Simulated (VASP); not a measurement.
# Bi (R-3m) in VASP: a series of runs

Runs on Bi. Level: LDA. Tasks: single point.

Everything below comes from runs of VASP 6.6.1. Logs are shortened: lines on timing, memory, paths and dates and some standing lists are left out, and cuts for length are marked.

## (1) The cell of the first run

The structure is trigonal, space group R-3m (No. 166). The conventional cell has a = 4.606 Å, b = 4.606 Å, c = 12.018 Å, α = 90.00°, β = 90.00°, γ = 120.00°. Within 4.1 Å of Bi (site symmetry 3m) lie 6 Bi at 3.11 to 3.58 Å.

## (2) Single point, LDA (volume scaled by 1.04)

INCAR reads:

```
SYSTEM = Bi
ALGO = Normal
EDIFF = 1E-7
ENCUT = 520
GGA = CA
ISIF = 2
ISMEAR = -1
LASPH = .True.
LCHARG = .True.
LELF = .True.
LREAL = .False.
LVHAR = .True.
LWAVE = .False.
NBANDS = 22
NELM = 80
PREC = Accurate
SIGMA = 0.03
```

KPOINTS reads:

```
k-points
0
Gamma
  11 11 11
  0 0 0
```

POSCAR reads:

```
Bi
1.0
    2.3029109990      1.3295862852      4.0060322827
   -2.3029109990      1.3295862852      4.0060322827
    0.0000000000     -2.6591725704      4.0060322827
Bi
2
Direct
    0.2338900000      0.2338900000      0.2338900000
    0.7661100000      0.7661100000      0.7661100000
```

Potentials or basis: VASP PAW LDA potentials, release 64 (Bi_d).

Started as:

```
cat potpaw_LDA.64/Bi_d/POTCAR > POTCAR
mpirun -np 1 vasp_std > vasp.out
```

OUTCAR:

```text
SYSTEM = Bi
   EDIFF = 1E-7
   ENCUT = 520
   GGA = CA
   ISIF = 2
   ISMEAR = -1
   LASPH = .True.
   LREAL = .False.
   NELM = 80
   PREC = Accurate

 ion  position               nearest neighbor table
   1  0.234  0.234  0.234-   2 3.11   2 3.11   2 3.11   2 3.58   2 3.58   2 3.58
   2  0.766  0.766  0.766-   1 3.11   1 3.11   1 3.11   1 3.58   1 3.58   1 3.58

  LATTYP: Found a trigonal (rhomboedric) cell.
 ALAT       =     4.8082734333
 COS(alpha) =     0.5412184017

  Lattice vectors:

 A1 = (   2.3029109990,   1.3295862852,   4.0060322827)
 A2 = (  -2.3029109990,   1.3295862852,   4.0060322827)
 A3 = (   0.0000000000,  -2.6591725704,   4.0060322827)

Analysis of symmetry for initial positions (statically):
=====================================================================
 Subroutine PRICEL returns:
 Original cell was already a primitive cell.

 Routine SETGRP: Setting up the symmetry group for a
 trigonal (rhombohedral) supercell.

 Subroutine GETGRP returns: Found 12 space group operations
 (whereof 12 operations were pure point group operations)
 out of a pool of 12 trial point group operations.

The static configuration has the point symmetry D_3d.

Analysis of symmetry for dynamics (positions and initial velocities):
=====================================================================
 Subroutine PRICEL returns:
 Original cell was already a primitive cell.

 Routine SETGRP: Setting up the symmetry group for a
 trigonal (rhombohedral) supercell.

 Subroutine GETGRP returns: Found 12 space group operations
 (whereof 12 operations were pure point group operations)
 out of a pool of 12 trial point group operations.

The dynamic configuration has the point symmetry D_3d.

 Subroutine INISYM returns: Found 12 space group operations
 (whereof 12 operations are pure point group operations),
 and found     1 'primitive' translations

----------------------------------------------------------------------------------------

                                     Primitive cell

  volume of cell :      73.5969

  direct lattice vectors                    reciprocal lattice vectors
     2.302910999  1.329586285  4.006032283     0.217116510  0.125352276  0.083207850
    -2.302910999  1.329586285  4.006032283    -0.217116510  0.125352276  0.083207850
     0.000000000 -2.659172570  4.006032283     0.000000000 -0.250704552  0.083207850

  length of vectors
     4.808273433  4.808273433  4.808273433     0.264152074  0.264152074  0.264152074

  position of ions in fractional coordinates (direct lattice)
     0.233890000  0.233890000  0.233890000
     0.766110000  0.766110000  0.766110000

  ion indices of the primitive-cell ions
   primitive index   ion index
                 1           1
                 2           2

----------------------------------------------------------------------------------------

 KPOINTS: k-points

Automatic generation of k-mesh.
 Grid dimensions read from file:
 generate k-points for:   11   11   11

 Generating k-lattice:

  Cartesian coordinates                     Fractional coordinates (reciprocal lattice)
     0.019737865  0.011395661  0.007564350     0.090909091  0.000000000  0.000000000
    -0.019737865  0.011395661  0.007564350     0.000000000  0.090909091  0.000000000
     0.000000000 -0.022791323  0.007564350     0.000000000  0.000000000  0.090909091

  Length of vectors
     0.024013825  0.024013825  0.024013825

  Shift w.r.t. Gamma in fractional coordinates (k-lattice)
     0.000000000  0.000000000  0.000000000

 Subroutine IBZKPT returns following result:
 ===========================================

 Found    146 irreducible k-points:

 Following reciprocal coordinates:
            Coordinates               Weight
  0.000000  0.000000  0.000000      1.000000
  0.090909  0.000000  0.000000      6.000000
  0.181818  0.000000  0.000000      6.000000
  0.272727 -0.000000  0.000000      6.000000
  0.363636  0.000000  0.000000      6.000000
  0.454545  0.000000  0.000000      6.000000
[... 16 lines left out ...]
 -0.272727  0.181818 -0.000000     12.000000
 -0.181818  0.181818  0.000000      6.000000
 [... further k-points ...]
   k-points           NKPTS =    146   k-points in BZ     NKDIM =    146   number of bands    NBANDS=     22
   number of dos      NEDOS =    301   number of ions     NIONS =      2
   total plane-waves  NPLWV =  46656
   dimension x,y,z NGX =    36 NGY =   36 NGZ =   36
   dimension x,y,z NGXF=    72 NGYF=   72 NGZF=   72
   ions per type =               2
   NGX,Y,Z   is equivalent  to a cutoff of  12.45, 12.45, 12.45 a.u.
   NGXF,Y,Z  is equivalent  to a cutoff of  24.89, 24.89, 24.89 a.u.
 SYSTEM =  Bi
   PREC   = accura    normal or accurate (medium, high low for compatibility)
   ISTART =      0    job   : 0-new  1-cont  2-samecut
   ICHARG =      2    charge: 1-file 2-atom 10-const
   ISPIN  =      1    spin polarized calculation?
   LNONCOLLINEAR =      F non collinear calculations
   LSORBIT =      F    spin-orbit coupling
   LASPH  =      T    aspherical Exc in radial PAW
   ENCUT  =  520.0 eV  38.22 Ry    6.18 a.u.   8.94  8.94  8.94*2*pi/ulx,y,z
   NELM   =     80;   NELMIN=  2; NELMDL= -5     # of ELM steps
   EDIFF  = 0.1E-06   stopping-criterion for ELM
   LREAL  =      F    real-space projection
   EDIFFG = 0.1E-05   stopping-criterion for IOM
   NSW    =      0    number of steps for IOM
   IBRION =     -1    ionic relax: 0-MD 1-quasi-New 2-CG
   NFREE  =      0    steps in history (QN), initial steepest desc. (CG)
   ISIF   =      2    stress and relaxation
   ISYM   =      2    0-nonsym 1-usesym 2-fastsym
   POTIM  = 0.5000    time-step for ionic-motion
   TEBEG  =    0.0;   TEEND  =   0.0 temperature during run
   PSTRESS=    0.0 pullay stress
   NELECT =      30.0000    total number of electrons
   NUPDOWN=      -1.0000    fix difference up-down
   EMIN   =  10.00;   EMAX   =-10.00  energy-range for DOS
   EFERMI =   0.00;   METHOD = LEGACY
   ISMEAR =    -1;   SIGMA  =   0.03  broadening in eV -4-tet -1-fermi 0-gaus
   EFERMI_NEDOS =   21; number of points for ismear=-14 and -15
   IALGO  =     38    algorithm
   IMIX   =      4    mixing-type and parameters
     AMIX     =   0.40;   BMIX     =  1.00
     AMIX_MAG =   1.60;   BMIX_MAG =  1.00
  volume/ion in A,a.u.               =      36.80       248.33
  Fermi-wavevector in a.u.,A,eV,Ry     =   1.213842  2.293829 20.046989  1.473412
  Thomas-Fermi vector in A             =   2.349281
   LORBIT       =      0    0 simple, 1 ext, 2 COOP (PROOUT), +10 PAW based schemes
   GGA     = CA    functional components
   LHFCALC =     F    Hartree Fock is set to
   AEXX    =    0.0000 exact exchange contribution
   IVDW    =     0    specifies the selected vdW correction
   LEPSILON=     F    determine dielectric tensor
   LRPA    =     F    only Hartree local field effects (RPA)
 non-spin polarized calculation
  energy-cutoff  :      520.00
  volume of cell :       73.60
 maximum number of plane-waves:      2009
   NGX = 17   NGY = 17   NGZ = 17

 number of electron      29.9999997 magnetization

 Free energy of the ion-electron system (eV)
  ---------------------------------------------------
  ext. energy  EPLUGINS =         0.00000000
  ---------------------------------------------------
  free energy    TOTEN  =        -9.06064098 eV

  energy without entropy =       -9.05994889  energy(sigma->0) =       -9.06029493

 E-fermi :   5.5251     XC(G=0):  -9.5954

 val. band max:        5.5137638466   @ k =   0.2727   0.2727   0.1818
 cond. band min:       5.6747647418   @ k =   0.4545   0.0909   0.0909
 fundamental gap:      0.1610008952
 Fermi energy:         5.5251314437

 k-point     1 :       0.0000    0.0000    0.0000
  band No.  band energies     occupation
      1     -17.2277      2.00000
      2     -17.2277      2.00000
      3     -17.0921      2.00000
      4     -17.0921      2.00000
      5     -17.0775      2.00000
      6     -16.9313      2.00000
[... 14 lines left out ...]
     21      11.3815      0.00000
     22      11.4680      0.00000

 k-point     2 :       0.0909    0.0000    0.0000
  band No.  band energies     occupation
      1     -17.2224      2.00000
      2     -17.2208      2.00000
      3     -17.0897      2.00000
      4     -17.0880      2.00000
      5     -17.0740      2.00000
      6     -16.9346      2.00000
[... 14 lines left out ...]
     21      11.4551      0.00000
     22      12.1568      0.00000

 k-point     3 :       0.1818    0.0000    0.0000
  band No.  band energies     occupation
      1     -17.2076      2.00000
      2     -17.2010      2.00000
      3     -17.0836      2.00000
      4     -17.0763      2.00000
      5     -17.0634      2.00000
      6     -16.9453      2.00000
[... 14 lines left out ...]
     21      11.7948      0.00000
     22      13.4922      0.00000

 k-point     4 :       0.2727   -0.0000    0.0000
  band No.  band energies     occupation
      1     -17.1859      2.00000
      2     -17.1698      2.00000
      3     -17.0757      2.00000
      4     -17.0586      2.00000
      5     -17.0461      2.00000
      6     -16.9643      2.00000
[... 14 lines left out ...]
     21      12.4550      0.00000
     22      14.9855      0.00000

 k-point     5 :       0.3636    0.0000    0.0000
  band No.  band energies     occupation
      1     -17.1624      2.00000
      2     -17.1305      2.00000
      3     -17.0680      2.00000
      4     -17.0371      2.00000
      5     -17.0255      2.00000
      6     -16.9890      2.00000
[... 417 lines left out ...]
 k-point    22 :      -0.3636    0.1818   -0.0000
  band No.  band energies     occupation
      1     -17.1717      2.00000
      2     -17.0654      2.00000
      3     -17.0559      2.00000
      4     -17.0497      2.00000
      5     -17.0211      2.00000
      6     -16.9972      2.00000
[... 14 lines left out ...]
     21      13.2696      0.00000
     22      15.5128      0.00000

 k-point    23 :      -0.2727    0.1818   -0.0000
  band No.  band energies     occupation
      1     -17.1867      2.00000
      2     -17.0980      2.00000
      3     -17.0648      2.00000
      4     -17.0497      2.00000
      5     -17.0152      2.00000
      6     -17.0007      2.00000
[... 14 lines left out ...]
     21      14.1585      0.00000
     22      14.9779      0.00000

 k-point    24 :      -0.1818    0.1818    0.0000
  band No.  band energies     occupation
      1     -17.2005      2.00000
      2     -17.1381      2.00000
      3     -17.0731      2.00000
      4     -17.0640      2.00000
      5     -17.0258      2.00000
      6     -16.9852      2.00000
[... 14 lines left out ...]
     21      13.4045      0.00000
     22      13.9069      0.00000

 [... further k-points ...]

------------------------ aborting loop because EDIFF is reached ----------------------------------------

  FORCE on cell =-STRESS in cart. coord.  units (eV):
  Direction    XX          YY          ZZ          XY          YZ          ZX
  --------------------------------------------------------------------------------------
  -------------------------------------------------------------------------------------
  Total       -1.6068902     -1.6068902     -1.4118564      0.0000000     -0.0000000      0.0000000
  in kB      -34.9814170    -34.9814170    -30.7356023      0.0000000     -0.0000000      0.0000000
  external PRESSURE =     -33.5661454 kB  Pullay stress =       0.0000000 kB

 VOLUME and BASIS-vectors are now :
 -----------------------------------------------------------------------------
  energy-cutoff  :      520.00
  volume of cell :       73.60
      direct lattice vectors                 reciprocal lattice vectors
     2.302910999  1.329586285  4.006032283     0.217116510  0.125352276  0.083207850
    -2.302910999  1.329586285  4.006032283    -0.217116510  0.125352276  0.083207850
     0.000000000 -2.659172570  4.006032283     0.000000000 -0.250704552  0.083207850

 POSITION                                       TOTAL-FORCE (eV/Angst)
 -----------------------------------------------------------------------------------
      0.00000      0.00000      2.81091         0.000000     -0.000000     -0.106377
      0.00000      0.00000      9.20718         0.000000      0.000000      0.106377
 -----------------------------------------------------------------------------------
    total drift:                                0.000000     -0.000000      0.000000

  FREE ENERGIE OF THE ION-ELECTRON SYSTEM (eV)
  ---------------------------------------------------
  free  energy   TOTEN  =        -9.0606409753 eV

  energy  without entropy=       -9.0599488911  energy(sigma->0) =       -9.06029493
```

It took 93 s on 1 thread of AMD EPYC 9R45 (Zen 5), shared host; peak memory 0.27 GiB.

What came out:

```yaml
Free_energy: -9.0606 eV
Pressure: -3.4 GPa
Largest_force: 0.106 eV/Å
Band_gap_on_the_k_mesh: zero (band 15 reaches 5.51 eV, above the bottom of band 16 at 5.47 eV)
```

Forces in eV/Å, atoms in the order of the input:
```
Bi   0.000  0.000 -0.106
Bi   0.000  0.000  0.106
```

Stress tensor (GPa, compression positive):
```
-3.50  0.00  0.00
 0.00 -3.50  0.00
 0.00  0.00 -3.07
```

Caveat: spin-orbit coupling is left out, which moves the levels of the heavy elements.

(Continued in part 2 of 2.)
